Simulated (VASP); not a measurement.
# Co2Si (Pnma) in VASP: single point with PBE

Aim: the single point of Co2Si with PBE.

Program: VASP 6.6.1. These are calculated values, not measurements. Logs are shortened: lines on timing, memory, paths and dates and some standing lists are left out, and cuts for length are marked.

## 1. The cell of the first run

The structure is orthorhombic, space group Pnma (No. 62). Conventional cell: a = 4.887 Å, b = 3.713 Å, c = 7.038 Å, α = 90.00°, β = 90.00°, γ = 90.00°. Co (site symmetry m) has 6 Si at 2.33 to 3.18 Å and 8 Co at 2.49 to 2.66 Å within 3.2 Å. Co (site symmetry m) has 5 Si at 2.29 to 2.60 Å and 8 Co at 2.53 to 2.67 Å within 3.0 Å. Si (site symmetry m) has 11 Co at 2.29 to 3.18 Å and 4 Si at 3.10 to 3.18 Å within 3.2 Å.

## 2. Single point, PBE, collinear spin, ferromagnetic start

Contents of INCAR:

```
SYSTEM = Co2Si
ALGO = Normal
EDIFF = 1E-6
ENCUT = 600
GGA = PE
GGA_COMPAT = .False.
ISIF = 2
ISMEAR = 0
ISPIN = 2
KPAR = 4
LASPH = .True.
LCHARG = .False.
LMAXMIX = 4
LORBIT = 11
LREAL = .False.
LWAVE = .False.
MAGMOM = 3 3 3 3 3 3 3 3 0 0 0 0
NBANDS = 60
NELM = 200
PREC = Accurate
SIGMA = 0.1
```

Contents of KPOINTS:

```
k-points
0
Gamma
  4 6 4
  0 0 0
```

Contents of POSCAR:

```
Co2Si
1.0
    4.8869947886      0.0000000000      0.0000000000
    0.0000000000      3.7128682315      0.0000000000
    0.0000000000      0.0000000000      7.0380264734
Co Si
8 4
Direct
    0.9641092603      0.7500000000      0.2175133609
    0.0358907397      0.2500000000      0.7824866391
    0.5358907397      0.2500000000      0.7175133609
    0.4641092603      0.7500000000      0.2824866391
    0.8266007369      0.7500000000      0.5644689633
    0.1733992631      0.2500000000      0.4355310367
    0.6733992631      0.2500000000      0.0644689633
    0.3266007369      0.7500000000      0.9355310367
    0.2969735257      0.7500000000      0.6057754394
    0.7030264743      0.2500000000      0.3942245606
    0.2030264743      0.2500000000      0.1057754394
    0.7969735257      0.7500000000      0.8942245606
```

Potentials or basis: VASP PAW PBE potentials, release 64 (Co, Si).

On the command line:

```console
cat potpaw_PBE.64/Co/POTCAR potpaw_PBE.64/Si/POTCAR > POTCAR
mpirun -np 4 vasp_std > vasp.out
```

OUTCAR:

```text
SYSTEM = Co2Si
   EDIFF = 1E-6
   ENCUT = 600
   GGA = PE
   ISIF = 2
   ISMEAR = 0
   ISPIN = 2
   LASPH = .True.
   LORBIT = 11
   LREAL = .False.
   NELM = 200
   PREC = Accurate

 ion  position               nearest neighbor table
   1  0.964  0.750  0.218-  11 2.33  11 2.33  12 2.42   4 2.49   4 2.49   5 2.53  10 2.57  10 2.57
                             7 2.57   7 2.57   6 2.62   6 2.62   8 2.66
   2  0.036  0.250  0.782-  12 2.33  12 2.33  11 2.42   3 2.49   3 2.49   6 2.53   9 2.57   9 2.57
                             8 2.57   8 2.57   5 2.62   5 2.62   7 2.66
   3  0.536  0.250  0.718-   9 2.33   9 2.33  10 2.42   2 2.49   2 2.49   7 2.53  12 2.57  12 2.57
                             5 2.57   5 2.57   8 2.62   8 2.62   6 2.66
   4  0.464  0.750  0.282-  10 2.33  10 2.33   9 2.42   1 2.49   1 2.49   8 2.53  11 2.57  11 2.57
                             6 2.57   6 2.57   7 2.62   7 2.62   5 2.66
   5  0.827  0.750  0.564-  10 2.29  10 2.29   9 2.32  12 2.33   1 2.53   3 2.57   3 2.57   9 2.60
                             2 2.62   2 2.62   4 2.66   6 2.67   6 2.67
   6  0.173  0.250  0.436-   9 2.29   9 2.29  10 2.32  11 2.33   2 2.53   4 2.57   4 2.57  10 2.60
                             1 2.62   1 2.62   3 2.66   5 2.67   5 2.67
   7  0.673  0.250  0.064-  12 2.29  12 2.29  11 2.32  10 2.33   3 2.53   1 2.57   1 2.57  11 2.60
                             4 2.62   4 2.62   2 2.66   8 2.67   8 2.67
   8  0.327  0.750  0.936-  11 2.29  11 2.29  12 2.32   9 2.33   4 2.53   2 2.57   2 2.57  12 2.60
                             3 2.62   3 2.62   1 2.66   7 2.67   7 2.67
   9  0.297  0.750  0.606-   6 2.29   6 2.29   5 2.32   8 2.33   3 2.33   3 2.33   4 2.42   2 2.57
                             2 2.57   5 2.60  10 3.10  10 3.10
  10  0.703  0.250  0.394-   5 2.29   5 2.29   6 2.32   7 2.33   4 2.33   4 2.33   3 2.42   1 2.57
                             1 2.57   6 2.60   9 3.10   9 3.10
  11  0.203  0.250  0.106-   8 2.29   8 2.29   7 2.32   6 2.33   1 2.33   1 2.33   2 2.42   4 2.57
                             4 2.57   7 2.60  12 3.10  12 3.10
  12  0.797  0.750  0.894-   7 2.29   7 2.29   8 2.32   5 2.33   2 2.33   2 2.33   1 2.42   3 2.57
                             3 2.57   8 2.60  11 3.10  11 3.10

  LATTYP: Found a simple orthorhombic cell.
 ALAT       =     3.7128682315
 B/A-ratio  =     1.3162316796
 C/A-ratio  =     1.8955766902

  Lattice vectors:

 A1 = (   0.0000000000,  -3.7128682315,   0.0000000000)
 A2 = (   4.8869947886,   0.0000000000,   0.0000000000)
 A3 = (   0.0000000000,   0.0000000000,   7.0380264734)

Analysis of symmetry for initial positions (statically):
=====================================================================
 Subroutine PRICEL returns:
 Original cell was already a primitive cell.

 Routine SETGRP: Setting up the symmetry group for a
 simple orthorhombic supercell.

 Subroutine GETGRP returns: Found  8 space group operations
 (whereof  2 operations were pure point group operations)
 out of a pool of  8 trial point group operations.

The static configuration has the point symmetry S_2 .
[... 1635 lines left out ...]
      4       3.8847      1.00000
      5       5.4858      1.00000
      6       5.7397      1.00000
[... 1405 lines left out ...]
     55      16.0410      0.00000
     56      16.0410      0.00000

 [... further k-points ...]

 [bands above 56 left out]

------------------------ aborting loop because EDIFF is reached ----------------------------------------

  FORCE on cell =-STRESS in cart. coord.  units (eV):
  Direction    XX          YY          ZZ          XY          YZ          ZX
  --------------------------------------------------------------------------------------
  -------------------------------------------------------------------------------------
  Total       -0.2081877     -0.0651003     -0.2133416      0.0000000      0.0000000      0.0000000
  in kB       -2.6119403     -0.8167536     -2.6766024      0.0000000      0.0000000      0.0000000
  external PRESSURE =      -2.0350987 kB  Pullay stress =       0.0000000 kB

 VOLUME and BASIS-vectors are now :
 -----------------------------------------------------------------------------
  energy-cutoff  :      600.00
  volume of cell :      127.70
      direct lattice vectors                 reciprocal lattice vectors
     4.886994789  0.000000000  0.000000000     0.204624732  0.000000000  0.000000000
     0.000000000  3.712868231  0.000000000     0.000000000  0.269333555  0.000000000
     0.000000000  0.000000000  7.038026473     0.000000000  0.000000000  0.142085285

 POSITION                                       TOTAL-FORCE (eV/Angst)
 -----------------------------------------------------------------------------------
      4.71160      2.78465      1.53086        -0.011811     -0.000000      0.011867
      0.17540      0.92822      5.50716         0.011811     -0.000000     -0.011867
      2.61890      0.92822      5.04988         0.011811     -0.000000      0.011867
      2.26810      2.78465      1.98815        -0.011811     -0.000000     -0.011867
      4.03959      2.78465      3.97275        -0.004081     -0.000000      0.004966
      0.84740      0.92822      3.06528         0.004081      0.000000     -0.004966
      3.29090      0.92822      0.45373         0.004081     -0.000000      0.004966
      1.59610      2.78465      6.58429        -0.004081      0.000000     -0.004966
      1.45131      2.78465      4.26346        -0.008642     -0.000000     -0.000293
      3.43569      0.92822      2.77456         0.008642     -0.000000      0.000293
      0.99219      0.92822      0.74445         0.008642     -0.000000     -0.000293
      3.89481      2.78465      6.29358        -0.008642     -0.000000      0.000293
 -----------------------------------------------------------------------------------
    total drift:                                0.000000      0.000000      0.000000

  FREE ENERGIE OF THE ION-ELECTRON SYSTEM (eV)
  ---------------------------------------------------
  free  energy   TOTEN  =       -83.4572700054 eV

  energy  without entropy=      -83.4082272969  energy(sigma->0) =      -83.43274865

 total charge

# of ion       s       p       d       tot
------------------------------------------
    1        0.438   0.560   7.446   8.443
    2        0.438   0.560   7.446   8.443
    3        0.438   0.560   7.446   8.443
    4        0.438   0.560   7.446   8.443
    5        0.457   0.589   7.500   8.545
    6        0.457   0.589   7.500   8.545
    7        0.457   0.589   7.500   8.545
    8        0.457   0.589   7.500   8.545
    9        0.731   0.908   0.000   1.639
   10        0.731   0.908   0.000   1.639
   11        0.731   0.908   0.000   1.639
   12        0.731   0.908   0.000   1.639
--------------------------------------------------
tot          6.503   8.226  59.781  74.510

 magnetization (x)

# of ion       s       p       d       tot
------------------------------------------
    1       -0.001  -0.007   0.474   0.467
    2       -0.001  -0.007   0.474   0.467
    3       -0.001  -0.007   0.474   0.467
    4       -0.001  -0.007   0.474   0.467
    5       -0.003  -0.011   0.283   0.269
    6       -0.003  -0.011   0.283   0.269
    7       -0.003  -0.011   0.283   0.269
    8       -0.003  -0.011   0.283   0.269
    9       -0.003  -0.016   0.000  -0.019
   10       -0.003  -0.016   0.000  -0.019
   11       -0.003  -0.016   0.000  -0.019
   12       -0.003  -0.016   0.000  -0.019
--------------------------------------------------
tot         -0.030  -0.134   3.031   2.866
```

OSZICAR:

```text
N       E                     dE             d eps       ncg     rms          rms(c)
DAV:   1     0.742318066738E+03    0.74232E+03   -0.41096E+04  8640   0.205E+03
[... 11 lines left out ...]
DAV:  13    -0.834572683222E+02    0.42537E-03   -0.44244E-03 11420   0.497E-01    0.284E-01
DAV:  14    -0.834572542075E+02    0.14115E-04   -0.68163E-04 11008   0.198E-01    0.127E-01
DAV:  15    -0.834572768996E+02   -0.22692E-04   -0.21030E-04 11332   0.138E-01    0.635E-02
DAV:  16    -0.834572768772E+02    0.22382E-07   -0.67466E-05 10108   0.867E-02    0.315E-02
DAV:  17    -0.834572716333E+02    0.52439E-05   -0.21112E-05 11180   0.506E-02    0.107E-02
DAV:  18    -0.834572700937E+02    0.15396E-05   -0.42117E-06  6872   0.163E-02    0.509E-03
DAV:  19    -0.834572700054E+02    0.88277E-07   -0.53912E-07  4632   0.701E-03
   1 F= -.83457270E+02 E0= -.83432749E+02  d E =-.490427E-01  mag=     2.7224
```

stdout:

```text
POSCAR found type information on POSCAR CoSi
 POSCAR found :  2 types and      12 ions
 scaLAPACK will be used
 LDA part: xc-table for (Slater+PW92), standard interpolation
 POSCAR, INCAR and KPOINTS ok, starting setup
 FFT: planning ... GRIDC
 FFT: planning ... GRID_SOFT
 FFT: planning ... GRID
 WAVECAR not read
 entering main loop
```

Wall time 7.1 min (4 MPI ranks of Oxide Virtual Turin-like, shared host); peak memory 0.59 GiB.

Results:

| Quantity | Value |
| --- | --- |
| Free energy | -83.4573 eV |
| Pressure | -0.2 GPa |
| Largest force | 0.017 eV/Å |
| Net moment | 2.72 μB per cell |
| Site moments | Co +0.47, +0.27 (each value once); Si -0.02 μB |
| Valence electrons inside the program's atomic spheres | Co 8.44, 8.54 (each value once); Si 1.64 |

Forces in eV/Å, atoms in the order of the input:
```
Co  -0.012  0.000  0.012
Co   0.012  0.000 -0.012
Co   0.012  0.000  0.012
Co  -0.012  0.000 -0.012
Co  -0.004  0.000  0.005
Co   0.004  0.000 -0.005
Co   0.004  0.000  0.005
Co  -0.004  0.000 -0.005
Si  -0.009  0.000  0.000
Si   0.009  0.000  0.000
Si   0.009  0.000  0.000
Si  -0.009  0.000  0.000
```
